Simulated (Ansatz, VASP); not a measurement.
# Al in VASP and in Ansatz

```
Al
1.0
     0.00000    2.33651    1.51873
     2.33651    0.00000    1.51873
     2.33651    2.33651    0.00000
Al
1
Direct
  0.00000 0.00000 0.00000
```

Alike in both runs: task single point; functional PBEsol; dispersion D3(BJ); k mesh 22 × 22 × 22; occupations gaussian, width 0.15 eV; no spin polarisation.

|  | VASP | Ansatz |
| --- | --- | --- |
| version | VASP 6.6.1 | Ansatz 0.2.0 |
| potentials or method | VASP PAW PBE potentials, release 64 (Al), cutoff 520 eV | scalar-relativistic, plane waves, PAW |
| valence electrons in the cell | 3 | 3 |

VASP gave:

- gap on the k mesh at the Fermi level (eV): none
- pressure (GPa): -3.1
- traceless stress, the component that is largest in VASP (GPa): -1.39

**Question.** Which values does Ansatz return?

**Answer.** gap on the k mesh at the Fermi level (eV): none; pressure (GPa): -3.2; traceless stress, the component that is largest in VASP (GPa): -1.38.

VASP's potentials were made for PBE, not for PBEsol. A gap of «none» marks a metal or a gap that the smearing closes.
